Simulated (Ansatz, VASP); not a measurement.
## ScAl3As4 in VASP and in Ansatz

Contents of INCAR:

```
SYSTEM = ScAl3As4
ALGO = Normal
EDIFF = 1E-6
EDIFFG = -0.08
ENCUT = 600
GGA = PE
IBRION = 2
ISIF = 3
ISMEAR = 0
LASPH = .TRUE.
LCHARG = .FALSE.
LREAL = .FALSE.
LWAVE = .FALSE.
NELM = 100
NSW = 36
PREC = Accurate
SIGMA = 0.2
```

The input KPOINTS:

```
k-points
0
G
  3 3 3
  0 0 0
```

POSCAR

```
ScAl3As4
1.0
    5.0679457200      0.0000000000      0.0000000000
    0.0000000000      5.0679457200      0.0000000000
    0.0000000000      0.0000000000      5.0679457200
Sc Al As
1 3 4
Direct
    0.0000000000      0.0000000000      0.0000000000
    0.5000000000      0.5000000000      0.0000000000
    0.5000000000      0.0000000000      0.5000000000
    0.0000000000      0.5000000000      0.5000000000
    0.7557144200      0.7557144200      0.2442855800
    0.7557144200      0.2442855800      0.7557144200
    0.2442855800      0.7557144200      0.7557144200
    0.2442855800      0.2442855800      0.2442855800
```

Input for Ansatz:

```yaml
crystal:
  lattice:
    - [5.06794572, 0.0, 0.0]
    - [0.0, 5.06794572, 0.0]
    - [0.0, 0.0, 5.06794572]
  atoms:
    - { symbol: Sc, position: [0.0, 0.0, 0.0] }
    - { symbol: Al, position: [0.5, 0.5, 0.0] }
    - { symbol: Al, position: [0.5, 0.0, 0.5] }
    - { symbol: Al, position: [0.0, 0.5, 0.5] }
    - { symbol: As, position: [0.75571442, 0.75571442, 0.24428558] }
    - { symbol: As, position: [0.75571442, 0.24428558, 0.75571442] }
    - { symbol: As, position: [0.24428558, 0.75571442, 0.75571442] }
    - { symbol: As, position: [0.24428558, 0.24428558, 0.24428558] }
basis:
  ecutwfc: 420
kpoints:
  mp_grid: { grid: [3, 3, 3] }
hamiltonian:
  xc: pbe
scf:
  occupations: { method: gaussian, width: 0.2 }
  lower_state_search: "off"
output:
  forces: true
  stress: true
  eigenvalues: true
relax:
  adjacent_minimum: "off"
  f_tol: 0.08
  max_steps: 16
  cell: { stress_tol: 0.8 }
```

Change from the starting cell: species swapped into the AlGa3N4 type (P-43m, No. 215).

Alike in both runs: task relaxation of cell and atoms; functional PBE; k mesh 3 × 3 × 3; occupations gaussian, width 0.2 eV; no spin polarisation.

|  | VASP | Ansatz |
| --- | --- | --- |
| version | VASP 6.6.1 | Ansatz 0.2.0 |
| potentials or method | VASP PAW PBE potentials, release 64 (Sc_sv, Al, As), cutoff 600 eV | scalar-relativistic, plane waves, PAW |
| valence electrons in the cell | 40 | 80 |

VASP gave:

| Property | Result |
| --- | --- |
| gap on the k mesh at the Fermi level, each at its own relaxed structure (eV) | 1.66 |
| relaxed volume (Å³/atom) | 25.12 |
| relaxed cell length with the largest relative difference (Å) | 5.857 |

Task: Estimate Ansatz's values.

Result: gap on the k mesh at the Fermi level, each at its own relaxed structure (eV): 1.67; relaxed volume (Å³/atom): 24.77; relaxed cell length with the largest relative difference (Å): 5.830.

VASP's potentials hold 40 valence electrons a cell and Ansatz's 80, so a difference there can come from the potentials and not from the codes.

Noted on VASP's run: the volume moved by over 15 % at a fixed basis, so the end points are rough.
